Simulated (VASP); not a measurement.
Input of a VASP 6.6.1 run:

INCAR

```
ALGO = Normal
EDIFF = 1E-7
ENCUT = 520
GGA = CA
ISIF = 2
ISMEAR = -1
LASPH = True
LCHARG = False
LREAL = False
LWAVE = False
NBANDS = 99
NELM = 100
PREC = Accurate
SIGMA = 0.1
```

KPOINTS

```
k-points
0
Gamma
  3 3 1
```

The input POSCAR:

```
Pb12O
1.0
    7.0003570000      0.0000000000      0.0000000000
    3.5001790000      6.0624870000      0.0000000000
    0.0000000000      0.0000000000     18.7157680000
Pb O
12 1
Direct
    0.1666667207      0.1666667491      0.0534308825
    0.6666666492      0.1666667491      0.0534308825
    0.1666666905      0.6666666667      0.0534308825
    0.6666667619      0.6666666667      0.0534308825
   -0.1968795646      0.3410026281      0.1965025961
    0.3359935946      0.3318844230      0.1883098786
   -0.1392660297      0.7982311550      0.1961769349
    0.3451401493      0.8573732199      0.1966586143
    0.0066311181     -0.0032524606      0.3363126215
    0.5480457867      0.0138512462      0.3383351407
    0.0231109322      0.4377173922      0.3383593983
    0.4504772088      0.5377609882      0.3388101413
    0.6741101948     -0.3355291319      0.3653721290
```

Potentials or basis: VASP PAW LDA potentials, release 64 (Pb_d, O).

Command:

```bash
$ cat potpaw_LDA.64/Pb_d/POTCAR potpaw_LDA.64/O/POTCAR > POTCAR
$ mpirun -np 1 vasp_std > vasp.out
```

**Question.** Estimate the band gap on the k mesh.

**Answer.** Zero (band 87 reaches 1.18 eV, above the bottom of band 88 at 0.94 eV).

**Question.** Predict the largest force.

**Answer.** 0.184 eV/Å.

Forces in eV/Å, atoms in the order of the input:
```
Pb  -0.156  0.012  0.044
Pb   0.090 -0.157  0.037
Pb   0.094  0.136  0.031
Pb   0.006 -0.008 -0.144
Pb  -0.010 -0.003 -0.015
Pb   0.008  0.012  0.001
Pb   0.002  0.007 -0.005
Pb  -0.006 -0.013 -0.016
Pb  -0.011 -0.018  0.016
Pb  -0.032  0.042  0.012
Pb   0.070  0.030  0.010
Pb  -0.038 -0.027  0.000
O   -0.017 -0.012  0.030
```

Caveat: spin-orbit coupling is left out, which moves the levels of the heavy elements.
